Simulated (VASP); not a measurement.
# As (P6/mmm) in VASP: further runs

As is run at these levels: PBEsol-based screened hybrid with 25 % exact exchange, HSE06, PBE-based screened hybrid with 25 % exact exchange; tasks: single point.

All numbers are computed with VASP 6.6.1; they aren't measurements. Logs are shortened: lines on timing, memory, paths and dates and some standing lists are left out, and cuts for length are marked.

### Step 1. The cell of the first run

The structure is hexagonal, space group P6/mmm (No. 191). The conventional cell has a = 4.408 Å, b = 4.408 Å, c = 2.840 Å, α = 90.00°, β = 90.00°, γ = 120.00°. Within 3.4 Å of As (site symmetry -6m2) lie 5 As at 2.55 to 2.84 Å.

This isn't the form of As at room conditions, which is rhombohedral.

### Step 2. Single point, PBEsol-based screened hybrid with 25 % exact exchange

Input file POSCAR:

```
As
1.0
    4.4084598950      0.0000000000      0.0000000000
   -2.2042299475      3.8178382607      0.0000000000
    0.0000000000      0.0000000000      2.8404248611
As
2
Direct
    0.3333333333      0.6666666667      0.0000000000
    0.6666666667      0.3333333333      0.0000000000
```

Input file INCAR.step1:

```
PREC     = Accurate       # precision mode
ENCUT    = 520            # plane-wave cutoff, eV
EDIFF    = 1E-5           # SCF threshold, eV
ISMEAR   = -1             # smearing method
SIGMA    = 0.05           # smearing width, eV
LREAL    = F              # projectors in reciprocal space
LASPH    = T              # aspherical terms in the spheres
NELM     = 60             # most SCF steps
ALGO     = Normal         # electronic algorithm
ISIF     = 2              # what is computed and relaxed
LWAVE    = T              # write WAVECAR
LCHARG   = F              # write CHGCAR
GGA      = PE             # functional
NBANDS   = 12             # bands
```

Input file INCAR.step2:

```
PREC     = Accurate       # precision mode
ENCUT    = 520            # plane-wave cutoff, eV
EDIFF    = 1E-6           # SCF threshold, eV
ISMEAR   = -1             # smearing method
SIGMA    = 0.05           # smearing width, eV
LREAL    = F              # projectors in reciprocal space
LASPH    = T              # aspherical terms in the spheres
NELM     = 60             # most SCF steps
ALGO     = Normal         # electronic algorithm
ISIF     = 2              # what is computed and relaxed
LWAVE    = F              # write WAVECAR
LCHARG   = F              # write CHGCAR
GGA      = PS             # functional
LHFCALC  = T              # exact exchange
AEXX     = 0.25           # exact-exchange fraction
HFSCREEN = 0.207          # screening, 1/A
PRECFOCK = Normal       
ISTART   = 1            
NBANDS   = 12             # bands
```

Input file KPOINTS:

```
regular mesh
0
Gamma
  4 4 5
```

Potentials or basis: VASP PAW PBE potentials, release 64 (As).

Started as:

```console
> cat potpaw_PBE.64/As/POTCAR > POTCAR
> cp INCAR.step1 INCAR
> mpirun -np 1 vasp_std > vasp.out
> cp INCAR.step2 INCAR
> mpirun -np 1 vasp_std > vasp.out
```

OUTCAR:

```text
PREC = Accurate
   ENCUT = 520
   EDIFF = 1E-6
   ISMEAR = -1
   LREAL = F
   LASPH = T
   NELM = 60
   ISIF = 2
   GGA = PS
   LHFCALC = T
   AEXX = 0.25
   HFSCREEN = 0.207
   PRECFOCK = Normal
   ISTART = 1

 ion  position               nearest neighbor table
   1  0.333  0.667  0.000-   2 2.55   2 2.55   2 2.55
   2  0.667  0.333  0.000-   1 2.55   1 2.55   1 2.55

  LATTYP: Found a hexagonal cell.
 ALAT       =     4.4084598950
 C/A-ratio  =     0.6443122834

  Lattice vectors:

 A1 = (   4.4084598950,   0.0000000000,   0.0000000000)
 A2 = (  -2.2042299475,   3.8178382607,   0.0000000000)
 A3 = (   0.0000000000,   0.0000000000,   2.8404248611)

Analysis of symmetry for initial positions (statically):
=====================================================================
 Subroutine PRICEL returns:
 Original cell was already a primitive cell.

 Routine SETGRP: Setting up the symmetry group for a
 hexagonal supercell.

 Subroutine GETGRP returns: Found 24 space group operations
 (whereof 24 operations were pure point group operations)
 out of a pool of 24 trial point group operations.

The static configuration has the point symmetry D_6h.

Analysis of symmetry for dynamics (positions and initial velocities):
=====================================================================
 Subroutine PRICEL returns:
 Original cell was already a primitive cell.

 Routine SETGRP: Setting up the symmetry group for a
 hexagonal supercell.

 Subroutine GETGRP returns: Found 24 space group operations
 (whereof 24 operations were pure point group operations)
 out of a pool of 24 trial point group operations.

The dynamic configuration has the point symmetry D_6h.

 Subroutine INISYM returns: Found 24 space group operations
 (whereof 24 operations are pure point group operations),
 and found     1 'primitive' translations

----------------------------------------------------------------------------------------

                                     Primitive cell

  volume of cell :      47.8066

  direct lattice vectors                    reciprocal lattice vectors
     4.408459895  0.000000000  0.000000000     0.226836588  0.130964165  0.000000000
    -2.204229948  3.817838261  0.000000000     0.000000000  0.261928330  0.000000000
     0.000000000  0.000000000  2.840424861     0.000000000  0.000000000  0.352060008

  length of vectors
     4.408459895  4.408459895  2.840424861     0.261928330  0.261928330  0.352060008
[... 84 lines left out ...]
   EFERMI_NEDOS =   21; number of points for ismear=-14 and -15
   IALGO  =     38    algorithm
   IMIX   =      1    mixing-type and parameters
     AMIX     =   0.40;   BMIX     =  1.00
     AMIX_MAG =   1.60;   BMIX_MAG =  1.00
  volume/ion in A,a.u.               =      23.90       161.31
  Fermi-wavevector in a.u.,A,eV,Ry     =   0.971805  1.836444 12.849397  0.944404
  Thomas-Fermi vector in A             =   2.102052
   LORBIT       =      0    0 simple, 1 ext, 2 COOP (PROOUT), +10 PAW based schemes
   GGA     = PS    functional components
   LHFCALC =     T    Hartree Fock is set to
   PRECFOCK=normal    Normal, Fast or Accurate (Low or Medium for compatibility)
   ENCUT4O =  -1.0   cutoff for four orbital integrals eV
   NKREDX  =     1    reduce k-point grid by
   NKREDY  =     1    reduce k-point grid by
   NKREDZ  =     1    reduce k-point grid by
   AEXX    =    0.2500 exact exchange contribution
   HFSCREEN=    0.2070 screening length (either q_TF or 0.3 A-1)
   HFSCREENC=   0.2070 screening length for correlation (either q_TF or 0.3 A-1)
   ENCUTFOCK=  -1.0 apply spherical cutoff to Coloumb kernel
   IVDW    =     0    specifies the selected vdW correction
   LEPSILON=     F    determine dielectric tensor
   LRPA    =     F    only Hartree local field effects (RPA)
 non-spin polarized calculation
  energy-cutoff  :      520.00
  volume of cell :       47.81
 maximum number of plane-waves:      1301
 NGX is ok and might be reduce to    36
  NGX = 28; NGY = 28; NGZ = 16

 number of electron      10.0000000 magnetization

 Free energy of the ion-electron system (eV)
  ---------------------------------------------------
  ext. energy  EPLUGINS =         0.00000000
  ---------------------------------------------------
  free energy    TOTEN  =       -11.04615532 eV

  energy without entropy =      -11.03465563  energy(sigma->0) =      -11.04040548

 E-fermi :   3.9560     XC(G=0):  -7.8667

 val. band max:        3.9269696282   @ k =   0.5000   0.0000   0.2000
 cond. band min:       4.5721119495   @ k =   0.0000   0.0000   0.0000
 fundamental gap:      0.6451423213
 Fermi energy:         3.9560454487

 k-point     1 :       0.0000    0.0000    0.0000
  band No.  band energies     occupation
      1     -12.1594      2.00000
      2      -4.7727      2.00000
      3      -0.7568      2.00000
      4      -0.7568      2.00000
      5       4.5721      0.00001
      6       4.5721      0.00001
      7       7.3601      0.00000
      8       9.2669      0.00000
      9      12.5538      0.00000
     10      12.6881      0.00000
     11      20.7449      0.00000
     12      20.8151      0.00000
[... 151 lines left out ...]
 k-point    12 :       0.2500    0.2500    0.4000
  band No.  band energies     occupation
      1      -8.3421      2.00000
      2      -6.3298      2.00000
      3      -0.8526      2.00000
      4      -0.6580      2.00000
      5       0.9158      2.00000
      6       5.0551      0.00000
      7       7.1344      0.00000
      8       8.4389      0.00000
      9      11.7125      0.00000
     10      12.6860      0.00000
     11      13.1025      0.00000
     12      14.5081      0.00000

------------------------ aborting loop because EDIFF is reached ----------------------------------------

  FORCE on cell =-STRESS in cart. coord.  units (eV):
  Direction    XX          YY          ZZ          XY          YZ          ZX
  --------------------------------------------------------------------------------------
  -------------------------------------------------------------------------------------
  Total       -0.0704793     -0.0704793     -0.0902592      0.0000000      0.0000000      0.0000000
  in kB       -2.3620241     -2.3620241     -3.0249222      0.0000000      0.0000000      0.0000000
  external PRESSURE =      -2.5829901 kB  Pullay stress =       0.0000000 kB

 VOLUME and BASIS-vectors are now :
 -----------------------------------------------------------------------------
  energy-cutoff  :      520.00
  volume of cell :       47.81
      direct lattice vectors                 reciprocal lattice vectors
     4.408459895  0.000000000  0.000000000     0.226836588  0.130964165  0.000000000
    -2.204229948  3.817838261  0.000000000     0.000000000  0.261928330  0.000000000
     0.000000000  0.000000000  2.840424861     0.000000000  0.000000000  0.352060008

 POSITION                                       TOTAL-FORCE (eV/Angst)
 -----------------------------------------------------------------------------------
     -0.00000      2.54523      0.00000         0.000000     -0.000000      0.000000
      2.20423      1.27261      0.00000        -0.000000      0.000000      0.000000
 -----------------------------------------------------------------------------------
    total drift:                                0.000000      0.000000      0.000000

  FREE ENERGIE OF THE ION-ELECTRON SYSTEM (eV)
  ---------------------------------------------------
  free  energy   TOTEN  =       -11.0461553214 eV

  energy  without entropy=      -11.0346556309  energy(sigma->0) =      -11.04040548
```

OUTCAR.step1:

```text
PREC = Accurate
   ENCUT = 520
   EDIFF = 1E-5
   ISMEAR = -1
   LREAL = F
[... 388 lines left out ...]
     -0.00000      2.54523      0.00000         0.000000      0.000000      0.000000
      2.20423      1.27261      0.00000         0.000000      0.000000     -0.000000
 -----------------------------------------------------------------------------------
    total drift:                                0.000000      0.000000      0.000000

  FREE ENERGIE OF THE ION-ELECTRON SYSTEM (eV)
  ---------------------------------------------------
  free  energy   TOTEN  =        -8.7641086930 eV

  energy  without entropy=       -8.7521655992  energy(sigma->0) =       -8.75813715
```

OSZICAR.step1:

```text
N       E                     dE             d eps       ncg     rms          rms(c)
DAV:   1     0.272672783466E+02    0.27267E+02   -0.42995E+03   288   0.697E+02
DAV:   2    -0.716657115641E+01   -0.34434E+02   -0.32952E+02   408   0.103E+02
DAV:   3    -0.880594058794E+01   -0.16394E+01   -0.16251E+01   344   0.239E+01
DAV:   4    -0.881613663115E+01   -0.10196E-01   -0.10195E-01   348   0.220E+00
DAV:   5    -0.881617901457E+01   -0.42383E-04   -0.42383E-04   352   0.141E-01    0.338E+00
DAV:   6    -0.878125660625E+01    0.34922E-01   -0.14467E-02   320   0.614E-01    0.203E+00
DAV:   7    -0.876300659949E+01    0.18250E-01   -0.33853E-02   328   0.956E-01    0.964E-02
DAV:   8    -0.876403638660E+01   -0.10298E-02   -0.19680E-03   308   0.222E-01    0.209E-02
DAV:   9    -0.876409561527E+01   -0.59229E-04   -0.65129E-05   336   0.441E-02    0.141E-02
DAV:  10    -0.876410828543E+01   -0.12670E-04   -0.18923E-05   304   0.221E-02    0.164E-03
DAV:  11    -0.876410869296E+01   -0.40753E-06   -0.52487E-07   244   0.383E-03
   1 F= -.87641087E+01 E0= -.87581371E+01  d E =-.119431E-01
```

It took 8.7 min on 1 thread of Intel Xeon 8259CL, shared host; peak memory 0.27 GiB.

What came out:

```
Free energy            : -11.0462 eV
Pressure               : -0.3 GPa
Band gap on the k mesh : zero (bands 5 and 6 overlap by 4.64 eV)
```

Caveat: the k points lie up to 0.44 Å⁻¹ apart, too coarse for converged energies and pressures of a metal; the PAW data sets were made with another functional, which shifts forces and pressure a little.

### Step 3. Single point, HSE06

This run uses another cell than the first one, of 24.52 Å³/atom.

Input file POSCAR:

```
As
1.0
    4.4455610276      0.0000000000      0.0000000000
   -2.2227805138      3.8499687840      0.0000000000
    0.0000000000      0.0000000000      2.8656521273
As
2
Direct
    0.3333333333      0.6666666667      0.0000000000
    0.6666666667      0.3333333333      0.0000000000
```

Input file INCAR.step1:

```
SYSTEM = As
PREC = Accurate
ENCUT = 520
EDIFF = 1E-5
ISMEAR = -1
SIGMA = 0.05
LREAL = .FALSE.
LASPH = .TRUE.
NELM = 60
ALGO = Normal
ISIF = 2
LWAVE = .TRUE.
LCHARG = .FALSE.
NBANDS = 12
GGA = PE
```

Input file INCAR.step2:

```
SYSTEM = As
PREC = Accurate
ENCUT = 520
EDIFF = 1E-6
ISMEAR = -1
SIGMA = 0.05
LREAL = .FALSE.
LASPH = .TRUE.
NELM = 60
ALGO = Normal
ISIF = 2
LWAVE = .FALSE.
LCHARG = .FALSE.
GGA = PE
LHFCALC = .TRUE.
HFSCREEN = 0.2079
PRECFOCK = Normal
NBANDS = 12
ISTART = 1
```

Input file KPOINTS:

```
regular mesh
0
G
  4 4 5
  0 0 0
```

Potentials or basis: VASP PAW PBE potentials, release 64 (As).

Started as:

```console
> cat potpaw_PBE.64/As/POTCAR > POTCAR
> cp INCAR.step1 INCAR
> mpirun -np 1 vasp_std > vasp.out
> cp INCAR.step2 INCAR
> mpirun -np 1 vasp_std > vasp.out
```

OUTCAR:

```text
SYSTEM = As
   PREC = Accurate
   ENCUT = 520
   EDIFF = 1E-6
   ISMEAR = -1
   LREAL = .FALSE.
   LASPH = .TRUE.
   NELM = 60
   ISIF = 2
   GGA = PE
   LHFCALC = .TRUE.
   HFSCREEN = 0.2079
   PRECFOCK = Normal
   ISTART = 1

 ion  position               nearest neighbor table
   1  0.333  0.667  0.000-   2 2.57   2 2.57   2 2.57
   2  0.667  0.333  0.000-   1 2.57   1 2.57   1 2.57

  LATTYP: Found a hexagonal cell.
 ALAT       =     4.4455610276
[... 363 lines left out ...]

------------------------ aborting loop because EDIFF is reached ----------------------------------------

  FORCE on cell =-STRESS in cart. coord.  units (eV):
  Direction    XX          YY          ZZ          XY          YZ          ZX
  --------------------------------------------------------------------------------------
  -------------------------------------------------------------------------------------
  Total       -0.1011720     -0.1011720     -0.1047028      0.0000000      0.0000000      0.0000000
  in kB       -3.3049412     -3.3049412     -3.4202811      0.0000000      0.0000000      0.0000000
  external PRESSURE =      -3.3433878 kB  Pullay stress =       0.0000000 kB

 VOLUME and BASIS-vectors are now :
 -----------------------------------------------------------------------------
  energy-cutoff  :      520.00
  volume of cell :       49.05
      direct lattice vectors                 reciprocal lattice vectors
     4.445561028  0.000000000  0.000000000     0.224943487  0.129871183  0.000000000
    -2.222780514  3.849968784  0.000000000     0.000000000  0.259742366  0.000000000
     0.000000000  0.000000000  2.865652127     0.000000000  0.000000000  0.348960710

 POSITION                                       TOTAL-FORCE (eV/Angst)
 -----------------------------------------------------------------------------------
     -0.00000      2.56665      0.00000        -0.000000      0.000000      0.000000
      2.22278      1.28332      0.00000         0.000000      0.000000     -0.000000
 -----------------------------------------------------------------------------------
    total drift:                                0.000000      0.000000     -0.000000

  FREE ENERGIE OF THE ION-ELECTRON SYSTEM (eV)
  ---------------------------------------------------
  free  energy   TOTEN  =       -10.4831652033 eV

  energy  without entropy=      -10.4716320226  energy(sigma->0) =      -10.47739861
```

OUTCAR.step1:

```text
SYSTEM = As
   PREC = Accurate
   ENCUT = 520
   EDIFF = 1E-5
   ISMEAR = -1
   LREAL = .FALSE.
[... 388 lines left out ...]
     -0.00000      2.56665      0.00000         0.000000      0.000000      0.000000
      2.22278      1.28332      0.00000        -0.000000     -0.000000      0.000000
 -----------------------------------------------------------------------------------
    total drift:                                0.000000      0.000000      0.000000

  FREE ENERGIE OF THE ION-ELECTRON SYSTEM (eV)
  ---------------------------------------------------
  free  energy   TOTEN  =        -8.7907708135 eV

  energy  without entropy=       -8.7788650277  energy(sigma->0) =       -8.78481792
```

OSZICAR.step1:

```text
N       E                     dE             d eps       ncg     rms          rms(c)
DAV:   1     0.286750887666E+02    0.28675E+02   -0.39910E+03   288   0.673E+02
DAV:   2    -0.695899837555E+01   -0.35634E+02   -0.34051E+02   372   0.105E+02
DAV:   3    -0.882686336179E+01   -0.18679E+01   -0.18608E+01   368   0.250E+01
DAV:   4    -0.883830174936E+01   -0.11438E-01   -0.11438E-01   324   0.229E+00
DAV:   5    -0.883835043275E+01   -0.48683E-04   -0.48683E-04   360   0.158E-01    0.321E+00
DAV:   6    -0.880670047644E+01    0.31650E-01   -0.12765E-02   316   0.586E-01    0.193E+00
DAV:   7    -0.878965575483E+01    0.17045E-01   -0.30712E-02   328   0.923E-01    0.976E-02
DAV:   8    -0.879070359528E+01   -0.10478E-02   -0.19375E-03   296   0.221E-01    0.209E-02
DAV:   9    -0.879075839570E+01   -0.54800E-04   -0.62990E-05   336   0.430E-02    0.117E-02
DAV:  10    -0.879077040955E+01   -0.12014E-04   -0.17140E-05   308   0.212E-02    0.153E-03
DAV:  11    -0.879077081352E+01   -0.40396E-06   -0.45178E-07   244   0.360E-03
   1 F= -.87907708E+01 E0= -.87848179E+01  d E =-.119058E-01
```

It took 9.4 min on 1 thread of Intel Xeon 8259CL, shared host; peak memory 0.27 GiB.

Results:

- Free energy: -10.4832 eV
- Pressure: -0.3 GPa
- Band gap on the k mesh: zero (bands 5 and 6 overlap by 4.56 eV)

Caveat: the k points lie up to 0.44 Å⁻¹ apart, too coarse for converged energies and pressures of a metal; the PAW data sets were made with another functional, which shifts forces and pressure a little.

### Step 4. Single point, PBE-based screened hybrid with 25 % exact exchange

This run uses another cell than the first one, of 24.63 Å³/atom.

Input file POSCAR:

```
As
1.0
    4.4506334494      0.0000000000      0.0000000000
   -2.2253167247      3.8543616301      0.0000000000
    0.0000000000      0.0000000000      2.8716763602
As
2
Direct
    0.3333333333      0.6666666667      0.0000000000
    0.6666666667      0.3333333333      0.0000000000
```

Input file INCAR.step1:

```
SYSTEM = As
ALGO = Normal
EDIFF = 1E-5
ENCUT = 520
GGA = PE
ISIF = 2
ISMEAR = -1
LASPH = .TRUE.
LCHARG = .FALSE.
LREAL = .FALSE.
LWAVE = .TRUE.
NBANDS = 12
NELM = 60
PREC = Accurate
SIGMA = 0.05
```

Input file INCAR.step2:

```
SYSTEM = As
AEXX = 0.25
ALGO = Normal
EDIFF = 1E-7
ENCUT = 520
GGA = PE
HFSCREEN = 0.3
ISIF = 2
ISMEAR = -1
ISTART = 1
LASPH = .TRUE.
LCHARG = .FALSE.
LHFCALC = .TRUE.
LREAL = .FALSE.
LWAVE = .FALSE.
NBANDS = 12
NELM = 60
PREC = Accurate
PRECFOCK = Normal
SIGMA = 0.05
```

Input file KPOINTS:

```
k-points
0
G
  4 4 5
  0 0 0
```

Started as:

```console
> cat potpaw_PBE.64/As/POTCAR > POTCAR
> cp INCAR.step1 INCAR
> mpirun -np 1 vasp_std > vasp.out
> cp INCAR.step2 INCAR
> mpirun -np 1 vasp_std > vasp.out
```

It took 14 min on 1 thread of Intel Xeon 8259CL, shared host; peak memory 0.27 GiB.

The run converged. Its results:

- Free energy: -10.1404 eV
- Pressure: -0.3 GPa
- Band gap on the k mesh: zero (bands 5 and 6 overlap by 4.43 eV)

Levels at points of the mesh, in eV from the Fermi level:
```csv
k point,band 1,band 2,band 3,band 4,band 5,band 6,band 7,band 8,band 9,band 10
"(0.00, 0.00, 0.00)",-15.69,-8.62,-4.51,-4.51,0.59,0.59,3.18,5.37,8.07,8.51
"(0.50, 0.00, 0.00)",-14.17,-12.40,-5.56,-3.02,3.51,4.45,4.81,5.91,6.47,9.06
```

Caveat: the k points lie up to 0.44 Å⁻¹ apart, too coarse for converged energies and pressures of a metal; the PAW data sets were made with another functional, which shifts forces and pressure a little.

### Step 5. Overview

| level | cell | screening parameter | gap on the mesh (eV) | pressure (GPa) |
| --- | --- | --- | --- | --- |
| PBEsol-based screened hybrid with 25 % exact exchange | a = 4.408, b = 4.408, c = 2.840 Å, angles 90.0, 90.0, 120.0°, 2 atoms | 0.207 1/Å | none | -0.3 |
| HSE06 | a = 4.446, b = 4.446, c = 2.866 Å, angles 90.0, 90.0, 120.0°, 2 atoms | 0.2079 1/Å | none | -0.3 |
| PBE-based screened hybrid with 25 % exact exchange | a = 4.451, b = 4.451, c = 2.872 Å, angles 90.0, 90.0, 120.0°, 2 atoms | 0.3 1/Å | none | -0.3 |

Alike in all rows: task single point; potentials or basis VASP PAW PBE potentials, release 64 (As); no spin polarisation; k mesh 4 × 4 × 5; cutoff (eV) 520; smearing fermi-dirac 0.05 eV.

Caveats: all runs use coarse meshes; the PAW data sets were made with another functional, which shifts forces and pressure a little.

Total energies depend on the potentials used, so only differences within one code and one set of settings carry meaning.
